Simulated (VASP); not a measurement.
# Cr: relaxation of cell and atoms with PBEsol

The system is Cr.

```
Cr
1.0
     2.56926    0.00000    0.00000
    -1.28463    2.22504    0.00000
     0.00000    0.00000    4.19560
Cr
2
Direct
  0.33333 0.66667 0.25000
  0.66667 0.33333 0.75000
```

This isn't the form of Cr at room conditions, which is bcc.

```yaml
Program: VASP 6.6.1
Task: relaxation of cell and atoms
Functional: PBEsol
Potentials_or_basis: VASP PAW PBE potentials, release 64 (Cr_pv)
Cutoff: 600 eV
k_mesh: 14 × 14 × 8
Occupations: fermi-dirac, width 0.05 eV
Spin: collinear spin, ferromagnetic start
Starting_moments: "[1.5, 1.5] μB"
Dipole_correction: no
Further_INCAR_settings: ALGO = Normal; EDIFF = 1e-06; IBRION = 2; EDIFFG = -0.01; NSW = 80; ISIF = 3
```

* Relaxed volume: 11.46 Å³/atom
* Relaxed cell: a = 2.455 Å, b = 2.455 Å, c = 4.393 Å, α = 90.00°, β = 90.00°, γ = 120.00°
* Space group after relaxing (to 0.1 Å): P6_3/mmc (No. 194)
* Energy gained by relaxing: 63.8 meV/atom
* Ionic steps: 7
* Pressure after relaxing: -0.1 GPa
* Band gap on the k mesh: zero (filled and empty bands overlap)
* Net moment: 0.00 μB per cell
* Valence electrons inside the program's atomic spheres: Cr 11.10

The path:
| step | energy change (eV) | largest force (eV/Å) | pressure (GPa) | volume (Å³) |
| --- | --- | --- | --- | --- |
| 1 | 0.0000 | 0.0000 | -11.05 | 23.99 |
| 2 | 0.0117 | 0.0000 | 22.93 | 21.21 |
| 3 | -0.0671 | 0.0000 | 3.26 | 22.58 |
| 4 | -0.1194 | 0.0000 | 4.41 | 22.53 |
| 5 | -0.1214 | 0.0000 | 4.83 | 22.51 |
| 6 | -0.1142 | 0.0000 | -6.65 | 23.56 |
| 7 | -0.1276 | 0.0000 | -0.05 | 22.93 |

Final structure:
```yaml
crystal:
  lattice:
    - [2.45487, 0.00000, 0.00000]
    - [-1.22743, 2.12598, 0.00000]
    - [0.00000, 0.00000, 4.39317]
  atoms:
    - { symbol: Cr, position: [0.33333, 0.66667, 0.25000] }
    - { symbol: Cr, position: [0.66667, 0.33333, 0.75000] }
```

Levels at points of the mesh, in eV from the Fermi level:
Spin up:
```
           k point  band 9  band 10  band 11  band 12  band 13  band 14  band 15  band 16
(0.00, 0.00, 0.00)   -1.27    -0.38    -0.38    -0.20    -0.03    -0.03     1.12     1.12
(0.50, 0.00, 0.00)   -3.58    -1.00    -0.56    -0.28    -0.17     2.41     2.98     3.11
(0.00, 0.00, 0.50)   -1.67    -1.67    -0.35    -0.35    -0.35    -0.35     1.88     1.88
(0.50, 0.00, 0.50)   -2.60    -2.60     0.97     0.97     1.38     1.38     3.05     3.05
```
Spin down:
```csv
k point,band 10,band 11,band 12,band 13,band 14,band 15
"(0.00, 0.00, 0.00)",-0.38,-0.38,-0.20,-0.03,-0.03,1.12
"(0.50, 0.00, 0.00)",-1.00,-0.56,-0.28,-0.17,2.41,2.98
"(0.00, 0.00, 0.50)",-1.67,-0.35,-0.35,-0.35,-0.35,1.88
"(0.50, 0.00, 0.50)",-2.60,0.97,0.97,1.38,1.38,3.05
```

It took 5.5 min on 1 thread of AMD EPYC 9R45 96-Core Processor (Zen 5) (shared host), peak memory 0.21 GiB.

Caveat: the PAW data sets were made with another functional, which shifts forces and pressure a little.
